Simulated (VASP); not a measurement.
# AlCo (Pm-3m) in VASP: a series of runs

Runs on AlCo. Level: LDA. Tasks: single point.

All numbers are computed with VASP 6.6.1; they aren't measurements. Logs are shortened: lines on timing, memory, paths and dates and some standing lists are left out, and cuts for length are marked.

### Step 1. The cell of the first run

It takes space group Pm-3m (No. 221, cubic). The conventional cell has a = 2.857 Å, b = 2.857 Å, c = 2.857 Å, α = 90.00°, β = 90.00°, γ = 90.00°. Within 3.3 Å of Al (site symmetry m-3m) lie 8 Co at 2.47 Å and 6 Al at 2.86 Å. Co (site symmetry m-3m) has 8 Al at 2.47 Å and 6 Co at 2.86 Å within 3.3 Å.

### Step 2. Single point, LDA, collinear spin, ferromagnetic start

Contents of INCAR:

```
SYSTEM = AlCo
PREC = Accurate
ENCUT = 520
EDIFF = 1E-6
ISMEAR = -1
SIGMA = 0.1
LREAL = .FALSE.
LASPH = .TRUE.
NELM = 150
ALGO = Normal
ISIF = 2
LWAVE = .FALSE.
LCHARG = .FALSE.
ISPIN = 2
MAGMOM = 0 1.8
LORBIT = 11
LMAXMIX = 4
NBANDS = 17
```

Contents of KPOINTS:

```
Automatic mesh
0
G
  10 10 10
  0 0 0
```

Contents of POSCAR:

```
AlCo
1.0
    2.8565046626      0.0000000000      0.0000000000
    0.0000000000      2.8565046626      0.0000000000
    0.0000000000      0.0000000000      2.8565046626
Al Co
1 1
Direct
    0.0000000000      0.0000000000      0.0000000000
    0.5000000000      0.5000000000      0.5000000000
```

Potentials or basis: VASP PAW LDA potentials, release 64 (Al, Co).

The run is started by

```console
$ cat potpaw_LDA.64/Al/POTCAR potpaw_LDA.64/Co/POTCAR > POTCAR
$ mpirun -np 1 vasp_std > vasp.out
```

OUTCAR:

```text
SYSTEM = AlCo
   PREC = Accurate
   ENCUT = 520
   EDIFF = 1E-6
   ISMEAR = -1
   LREAL = .FALSE.
   LASPH = .TRUE.
   NELM = 150
   ISIF = 2
   ISPIN = 2
   LORBIT = 11

 ion  position               nearest neighbor table
   1  0.000  0.000  0.000-   2 2.47   2 2.47   2 2.47   2 2.47   2 2.47   2 2.47   2 2.47   2 2.47

   2  0.500  0.500  0.500-   1 2.47   1 2.47   1 2.47   1 2.47   1 2.47   1 2.47   1 2.47   1 2.47

  LATTYP: Found a simple cubic cell.
 ALAT       =     2.8565046626

  Lattice vectors:

 A1 = (   2.8565046626,   0.0000000000,   0.0000000000)
 A2 = (   0.0000000000,   2.8565046626,   0.0000000000)
 A3 = (   0.0000000000,   0.0000000000,   2.8565046626)

Analysis of symmetry for initial positions (statically):
=====================================================================
 Subroutine PRICEL returns:
 Original cell was already a primitive cell.

 Routine SETGRP: Setting up the symmetry group for a
 simple cubic supercell.

 Subroutine GETGRP returns: Found 48 space group operations
 (whereof 48 operations were pure point group operations)
 out of a pool of 48 trial point group operations.

The static configuration has the point symmetry O_h .

Analysis of symmetry for dynamics (positions and initial velocities):
=====================================================================
 Subroutine PRICEL returns:
 Original cell was already a primitive cell.

 Routine SETGRP: Setting up the symmetry group for a
 simple cubic supercell.

 Subroutine GETGRP returns: Found 48 space group operations
 (whereof 48 operations were pure point group operations)
 out of a pool of 48 trial point group operations.

The dynamic configuration has the point symmetry O_h .

Analysis of structural, dynamic, and magnetic symmetry:
=====================================================================
 Subroutine PRICEL returns:
 Original cell was already a primitive cell.

 Routine SETGRP: Setting up the symmetry group for a
 simple cubic supercell.

 Subroutine GETGRP returns: Found 48 space group operations
 (whereof 48 operations were pure point group operations)
 out of a pool of 48 trial point group operations.

The overall configuration has the point symmetry O_h .

 Subroutine INISYM returns: Found 48 space group operations
 (whereof 48 operations are pure point group operations),
 and found     1 'primitive' translations

----------------------------------------------------------------------------------------

                                     Primitive cell

  volume of cell :      23.3080

  direct lattice vectors                    reciprocal lattice vectors
     2.856504663  0.000000000  0.000000000     0.350078196  0.000000000  0.000000000
     0.000000000  2.856504663  0.000000000     0.000000000  0.350078196  0.000000000
     0.000000000  0.000000000  2.856504663     0.000000000  0.000000000  0.350078196

  length of vectors
     2.856504663  2.856504663  2.856504663     0.350078196  0.350078196  0.350078196

  position of ions in fractional coordinates (direct lattice)
     0.000000000  0.000000000  0.000000000
     0.500000000  0.500000000  0.500000000

  ion indices of the primitive-cell ions
   primitive index   ion index
                 1           1
                 2           2

----------------------------------------------------------------------------------------

 KPOINTS: Automatic mesh

Automatic generation of k-mesh.
 Grid dimensions read from file:
 generate k-points for:   10   10   10

 Generating k-lattice:

  Cartesian coordinates                     Fractional coordinates (reciprocal lattice)
     0.035007820  0.000000000  0.000000000     0.100000000  0.000000000  0.000000000
     0.000000000  0.035007820  0.000000000     0.000000000  0.100000000  0.000000000
     0.000000000  0.000000000  0.035007820     0.000000000  0.000000000  0.100000000

  Length of vectors
     0.035007820  0.035007820  0.035007820

  Shift w.r.t. Gamma in fractional coordinates (k-lattice)
     0.000000000  0.000000000  0.000000000

 Subroutine IBZKPT returns following result:
 ===========================================

 Found     56 irreducible k-points:

 Following reciprocal coordinates:
            Coordinates               Weight
  0.000000  0.000000  0.000000      1.000000
  0.100000  0.000000  0.000000      6.000000
  0.200000  0.000000  0.000000      6.000000
  0.300000  0.000000  0.000000      6.000000
  0.400000  0.000000  0.000000      6.000000
  0.500000  0.000000  0.000000      3.000000
[... 16 lines left out ...]
  0.200000  0.100000  0.100000     24.000000
  0.300000  0.100000  0.100000     24.000000
 [... further k-points ...]
   k-points           NKPTS =     56   k-points in BZ     NKDIM =     56   number of bands    NBANDS=     17
   number of dos      NEDOS =    301   number of ions     NIONS =      2
   total plane-waves  NPLWV =  13824
   dimension x,y,z NGX =    24 NGY =   24 NGZ =   24
   dimension x,y,z NGXF=    48 NGYF=   48 NGZF=   48
   ions per type =               1   1
   NGX,Y,Z   is equivalent  to a cutoff of  13.97, 13.97, 13.97 a.u.
   NGXF,Y,Z  is equivalent  to a cutoff of  27.94, 27.94, 27.94 a.u.
 SYSTEM =  AlCo
   PREC   = accura    normal or accurate (medium, high low for compatibility)
   ISTART =      0    job   : 0-new  1-cont  2-samecut
   ICHARG =      2    charge: 1-file 2-atom 10-const
   ISPIN  =      2    spin polarized calculation?
   LNONCOLLINEAR =      F non collinear calculations
   LSORBIT =      F    spin-orbit coupling
   LASPH  =      T    aspherical Exc in radial PAW
   ENCUT  =  520.0 eV  38.22 Ry    6.18 a.u.   5.31  5.31  5.31*2*pi/ulx,y,z
   NELM   =    150;   NELMIN=  2; NELMDL= -5     # of ELM steps
   EDIFF  = 0.1E-05   stopping-criterion for ELM
   LREAL  =      F    real-space projection
   EDIFFG = 0.1E-04   stopping-criterion for IOM
   NSW    =      0    number of steps for IOM
   IBRION =     -1    ionic relax: 0-MD 1-quasi-New 2-CG
   NFREE  =      0    steps in history (QN), initial steepest desc. (CG)
   ISIF   =      2    stress and relaxation
   ISYM   =      2    0-nonsym 1-usesym 2-fastsym
   POTIM  = 0.5000    time-step for ionic-motion
   TEBEG  =    0.0;   TEEND  =   0.0 temperature during run
   PSTRESS=    0.0 pullay stress
   NELECT =      12.0000    total number of electrons
   NUPDOWN=      -1.0000    fix difference up-down
   EMIN   =  10.00;   EMAX   =-10.00  energy-range for DOS
   EFERMI =   0.00;   METHOD = LEGACY
   ISMEAR =    -1;   SIGMA  =   0.10  broadening in eV -4-tet -1-fermi 0-gaus
   EFERMI_NEDOS =   21; number of points for ismear=-14 and -15
   IALGO  =     38    algorithm
   IMIX   =      4    mixing-type and parameters
     AMIX     =   0.40;   BMIX     =  1.00
     AMIX_MAG =   1.60;   BMIX_MAG =  1.00
  volume/ion in A,a.u.               =      11.65        78.65
  Fermi-wavevector in a.u.,A,eV,Ry     =   1.312100  2.479510 23.423882  1.721607
  Thomas-Fermi vector in A             =   2.442516
   LORBIT       =     11    0 simple, 1 ext, 2 COOP (PROOUT), +10 PAW based schemes
   GGA     = CA    functional components
   LHFCALC =     F    Hartree Fock is set to
   AEXX    =    0.0000 exact exchange contribution
   IVDW    =     0    specifies the selected vdW correction
   LEPSILON=     F    determine dielectric tensor
   LRPA    =     F    only Hartree local field effects (RPA)
 spin polarized calculation
  energy-cutoff  :      520.00
  volume of cell :       23.31
 maximum number of plane-waves:       640
 NGX is ok and might be reduce to    24
   NGX = 11   NGY = 11   NGZ = 11

 number of electron      11.9999997 magnetization      -0.0086350

 number of electron      11.9999997 magnetization       0.0008978

 Free energy of the ion-electron system (eV)
  ---------------------------------------------------
  ext. energy  EPLUGINS =         0.00000000
  ---------------------------------------------------
  free energy    TOTEN  =       -13.66791662 eV

  energy without entropy =      -13.63741880  energy(sigma->0) =      -13.65266771

 E-fermi :  10.1390     XC(G=0): -12.4777

 val. band max:       10.1220513632   @ k =   0.5000   0.4000   0.1000
 cond. band min:      10.1673107408   @ k =   0.4000   0.4000   0.4000
 fundamental gap:      0.0452593776
 Fermi energy:        10.1390070654

 spin component 1

 k-point     1 :       0.0000    0.0000    0.0000
  band No.  band energies     occupation
      1      -0.7582      1.00000
      2       7.2480      1.00000
      3       7.2480      1.00000
      4       9.4017      0.99937
      5       9.4017      0.99937
      6       9.4017      0.99937
[... 9 lines left out ...]
     16      33.8917      0.00000
     17      33.8917      0.00000
[... 441 lines left out ...]
 k-point    24 :       0.3000    0.1000    0.1000
  band No.  band energies     occupation
      1       1.2460      1.00000
      2       6.5950      1.00000
      3       7.6330      1.00000
      4       8.6560      1.00000
      5       8.7503      1.00000
      6       9.2914      0.99979
[... 9 lines left out ...]
     16      30.6802      0.00000
     17      31.9597      0.00000

 [... further k-points ...]

 spin component 2

 k-point     1 :       0.0000    0.0000    0.0000
  band No.  band energies     occupation
      1      -0.7584      1.00000
      2       7.2488      1.00000
      3       7.2488      1.00000
      4       9.4023      0.99937
      5       9.4023      0.99937
      6       9.4023      0.99937
[... 9 lines left out ...]
     16      33.8914      0.00000
     17      33.8914      0.00000
[... 441 lines left out ...]
 k-point    24 :       0.3000    0.1000    0.1000
  band No.  band energies     occupation
      1       1.2458      1.00000
      2       6.5953      1.00000
      3       7.6338      1.00000
      4       8.6565      1.00000
      5       8.7508      1.00000
      6       9.2920      0.99979
[... 9 lines left out ...]
     16      30.6802      0.00000
     17      31.9595      0.00000

 [... further k-points ...]

------------------------ aborting loop because EDIFF is reached ----------------------------------------

  FORCE on cell =-STRESS in cart. coord.  units (eV):
  Direction    XX          YY          ZZ          XY          YZ          ZX
  --------------------------------------------------------------------------------------
  -------------------------------------------------------------------------------------
  Total       -1.6770783     -1.6770783     -1.6770783      0.0000000     -0.0000000     -0.0000000
  in kB     -115.2813620   -115.2813620   -115.2813620      0.0000000     -0.0000000     -0.0000000
  external PRESSURE =    -115.2813620 kB  Pullay stress =       0.0000000 kB

 VOLUME and BASIS-vectors are now :
 -----------------------------------------------------------------------------
  energy-cutoff  :      520.00
  volume of cell :       23.31
      direct lattice vectors                 reciprocal lattice vectors
     2.856504663  0.000000000  0.000000000     0.350078196  0.000000000  0.000000000
     0.000000000  2.856504663  0.000000000     0.000000000  0.350078196  0.000000000
     0.000000000  0.000000000  2.856504663     0.000000000  0.000000000  0.350078196

 POSITION                                       TOTAL-FORCE (eV/Angst)
 -----------------------------------------------------------------------------------
      0.00000      0.00000      0.00000         0.000000      0.000000      0.000000
      1.42825      1.42825      1.42825         0.000000      0.000000      0.000000
 -----------------------------------------------------------------------------------
    total drift:                                0.000000     -0.000000     -0.000000

  FREE ENERGIE OF THE ION-ELECTRON SYSTEM (eV)
  ---------------------------------------------------
  free  energy   TOTEN  =       -13.6679166210 eV

  energy  without entropy=      -13.6374187960  energy(sigma->0) =      -13.65266771

 total charge

# of ion       s       p       d       tot
------------------------------------------
    1        0.399   0.430   0.000   0.829
    2        0.435   0.497   7.529   8.461
--------------------------------------------------
tot          0.834   0.927   7.529   9.290

 magnetization (x)

# of ion       s       p       d       tot
------------------------------------------
    1       -0.000  -0.000   0.000  -0.000
    2       -0.000  -0.000   0.001   0.001
--------------------------------------------------
tot         -0.000  -0.000   0.001   0.001
```

It took 50 s on 1 thread of Intel Xeon 8259CL, shared host; peak memory 0.16 GiB.

What came out:

| Property | Result |
| --- | --- |
| Free energy | -13.6679 eV |
| Pressure | -11.5 GPa |
| Band gap on the k mesh | zero (filled and empty bands overlap) |
| Net moment | 0.00 μB per cell |
| Valence electrons inside the program's atomic spheres | Al 0.83; Co 8.46 |

Caveat: the starting moments collapsed, and a magnetic state may lie lower.

### Step 3. Single point, LDA, collinear spin, ferromagnetic start

This run uses another cell than the first one, of 12.10 Å³/atom, 1.038 times its volume.

Contents of INCAR:

```
SYSTEM = AlCo
PREC = Accurate
ENCUT = 520
EDIFF = 1E-6
ISMEAR = -1
SIGMA = 0.1
LREAL = .False.
LASPH = .True.
NELM = 150
ALGO = Normal
ISIF = 2
LWAVE = .False.
LCHARG = .False.
ISPIN = 2
MAGMOM = 0 1.8
LORBIT = 11
LMAXMIX = 4
GGA = CA
NBANDS = 17
```

Contents of KPOINTS:

```
regular mesh
0
Gamma
  10 10 10
  0 0 0
```

Contents of POSCAR:

```
AlCo
1.0
    2.8926667884      0.0000000000      0.0000000000
    0.0000000000      2.8926667884      0.0000000000
    0.0000000000      0.0000000000      2.8926667884
Al Co
1 1
Direct
    0.0000000000      0.0000000000      0.0000000000
    0.5000000000      0.5000000000      0.5000000000
```

Potentials or basis: VASP PAW LDA potentials, release 64 (Al, Co).

The run is started by

```console
$ cat potpaw_LDA.64/Al/POTCAR potpaw_LDA.64/Co/POTCAR > POTCAR
$ mpirun -np 1 vasp_std > vasp.out
```

OUTCAR:

```text
SYSTEM = AlCo
   PREC = Accurate
   ENCUT = 520
   EDIFF = 1E-6
   ISMEAR = -1
   LREAL = .False.
   LASPH = .True.
   NELM = 150
   ISIF = 2
   ISPIN = 2
   LORBIT = 11
   GGA = CA

 ion  position               nearest neighbor table
   1  0.000  0.000  0.000-   2 2.51   2 2.51   2 2.51   2 2.51   2 2.51   2 2.51   2 2.51   2 2.51

   2  0.500  0.500  0.500-   1 2.51   1 2.51   1 2.51   1 2.51   1 2.51   1 2.51   1 2.51   1 2.51

  LATTYP: Found a simple cubic cell.
 ALAT       =     2.8926667884

  Lattice vectors:

 A1 = (   2.8926667884,   0.0000000000,   0.0000000000)
[... 1177 lines left out ...]

 VOLUME and BASIS-vectors are now :
 -----------------------------------------------------------------------------
  energy-cutoff  :      520.00
  volume of cell :       24.20
      direct lattice vectors                 reciprocal lattice vectors
     2.892666788  0.000000000  0.000000000     0.345701760  0.000000000  0.000000000
     0.000000000  2.892666788  0.000000000     0.000000000  0.345701760  0.000000000
     0.000000000  0.000000000  2.892666788     0.000000000  0.000000000  0.345701760

 POSITION                                       TOTAL-FORCE (eV/Angst)
 -----------------------------------------------------------------------------------
      0.00000      0.00000      0.00000         0.000000      0.000000      0.000000
      1.44633      1.44633      1.44633         0.000000      0.000000      0.000000
 -----------------------------------------------------------------------------------
    total drift:                                0.000000      0.000000     -0.000000

  FREE ENERGIE OF THE ION-ELECTRON SYSTEM (eV)
  ---------------------------------------------------
  free  energy   TOTEN  =       -13.5876989869 eV

  energy  without entropy=      -13.5548168724  energy(sigma->0) =      -13.57125793

 total charge

# of ion       s       p       d       tot
------------------------------------------
    1        0.395   0.414   0.000   0.809
    2        0.421   0.467   7.505   8.393
--------------------------------------------------
tot          0.816   0.881   7.505   9.202

 magnetization (x)

# of ion       s       p       d       tot
------------------------------------------
    1       -0.000  -0.000   0.000  -0.000
    2       -0.000  -0.000   0.001   0.001
--------------------------------------------------
tot         -0.000  -0.000   0.001   0.001
```

OSZICAR:

```text
N       E                     dE             d eps       ncg     rms          rms(c)
DAV:   1     0.358993983425E+02    0.35899E+02   -0.46912E+03  3888   0.700E+02
DAV:   2    -0.128427308974E+02   -0.48742E+02   -0.43458E+02  4306   0.151E+02
DAV:   3    -0.148438235481E+02   -0.20011E+01   -0.19702E+01  4754   0.325E+01
DAV:   4    -0.148705468276E+02   -0.26723E-01   -0.26700E-01  4515   0.328E+00
DAV:   5    -0.148712688441E+02   -0.72202E-03   -0.72197E-03  4748   0.587E-01    0.129E+01
DAV:   6    -0.179077444118E+02   -0.30365E+01   -0.48789E+01  4303   0.732E+01    0.181E+01
DAV:   7    -0.136199887264E+02    0.42878E+01   -0.25756E+01  4395   0.474E+01    0.220E+00
DAV:   8    -0.136032374673E+02    0.16751E-01   -0.13459E-01  4569   0.223E+00    0.134E+00
DAV:   9    -0.135885522577E+02    0.14685E-01   -0.43255E-02  4579   0.148E+00    0.508E-01
DAV:  10    -0.135877353017E+02    0.81696E-03   -0.87420E-04  4729   0.258E-01    0.180E-01
DAV:  11    -0.135877028911E+02    0.32411E-04   -0.98495E-05  5147   0.848E-02    0.103E-01
DAV:  12    -0.135877003580E+02    0.25331E-05   -0.73437E-05  5262   0.658E-02    0.262E-02
DAV:  13    -0.135876987468E+02    0.16112E-05   -0.15970E-06  3420   0.987E-03    0.764E-03
DAV:  14    -0.135876989869E+02   -0.24018E-06   -0.48598E-07  2134   0.604E-03
   1 F= -.13587699E+02 E0= -.13571258E+02  d E =-.328821E-01  mag=     0.0002
```

Wall time 48 s (1 thread of Intel Xeon 8259CL, shared host); peak memory 0.16 GiB.

Results:

```yaml
Free_energy: -13.5877 eV
Pressure: -16.9 GPa
Band_gap_on_the_k_mesh: zero (filled and empty bands overlap)
Net_moment: 0.00 μB per cell
Valence_electrons_inside_the_program's_atomic_spheres: Al 0.81; Co 8.39
```

Caveat: the starting moments collapsed, and a magnetic state may lie lower.

### Step 4. Single point, LDA, collinear spin, ferromagnetic start

This run uses another cell than the first one, of 12.55 Å³/atom, 1.077 times its volume.

Contents of INCAR:

```
PREC = Accurate
ENCUT = 520
EDIFF = 1E-7
ISMEAR = -1
SIGMA = 0.1
LREAL = False
LASPH = True
NELM = 150
ALGO = Normal
ISIF = 2
LWAVE = False
LCHARG = True
ISPIN = 2
MAGMOM = 0 1.8
LORBIT = 11
LMAXMIX = 4
GGA = CA
LELF = True
LVHAR = True
NBANDS = 17
```

Contents of KPOINTS:

```
Automatic mesh
0
Gamma
  10 10 10
```

Contents of POSCAR:

```
AlCo
1.0
    2.9279466896      0.0000000000      0.0000000000
    0.0000000000      2.9279466896      0.0000000000
    0.0000000000      0.0000000000      2.9279466896
Al Co
1 1
Direct
    0.0000000000      0.0000000000      0.0000000000
    0.5000000000      0.5000000000      0.5000000000
```

The run is started by

```console
$ cat potpaw_LDA.64/Al/POTCAR potpaw_LDA.64/Co/POTCAR > POTCAR
$ mpirun -np 1 vasp_std > vasp.out
```

It took 44 s on 1 thread of Intel Xeon 8259CL, shared host; peak memory 0.16 GiB.

The run converged. Its results:

* Free energy: -13.4806 eV
* Pressure: -21.2 GPa
* Band gap on the k mesh: zero (filled and empty bands overlap)
* Net moment: 0.00 μB per cell
* Valence electrons inside the program's atomic spheres: Al 0.79; Co 8.33

Levels at points of the mesh, in eV from the Fermi level:
Spin up:
| k point | band 3 | band 4 | band 5 | band 6 | band 7 | band 8 | band 9 | band 10 |
| --- | --- | --- | --- | --- | --- | --- | --- | --- |
| (0.00, 0.00, 0.00) | -2.57 | -0.65 | -0.65 | -0.65 | 5.62 | 5.62 | 5.62 | 8.58 |
| (0.50, 0.00, 0.00) | -2.06 | -1.44 | -1.44 | -0.55 | 0.18 | 8.45 | 10.21 | 10.21 |
| (0.50, 0.50, 0.00) | -2.37 | -2.37 | -1.23 | -1.23 | -0.19 | 2.24 | 3.10 | 11.78 |
| (0.50, 0.50, 0.50) | -3.47 | -0.15 | -0.15 | 2.50 | 2.50 | 2.50 | 3.36 | 5.04 |
Spin down:
```
           k point  band 2  band 3  band 4  band 5  band 6  band 7  band 8  band 9  band 10  band 11
(0.00, 0.00, 0.00)   -2.57   -2.57   -0.65   -0.65   -0.65    5.62    5.62    5.62     8.58     8.58
(0.50, 0.00, 0.00)   -6.11   -2.06   -1.44   -1.44   -0.55    0.18    8.45   10.21    10.21    10.81
(0.50, 0.50, 0.00)   -2.70   -2.37   -2.37   -1.23   -1.23   -0.18    2.24    3.10    11.78    15.21
(0.50, 0.50, 0.50)   -3.47   -3.47   -0.15   -0.15    2.50    2.50    2.50    3.36     5.04     5.04
```

Caveat: the starting moments collapsed, and a magnetic state may lie lower.
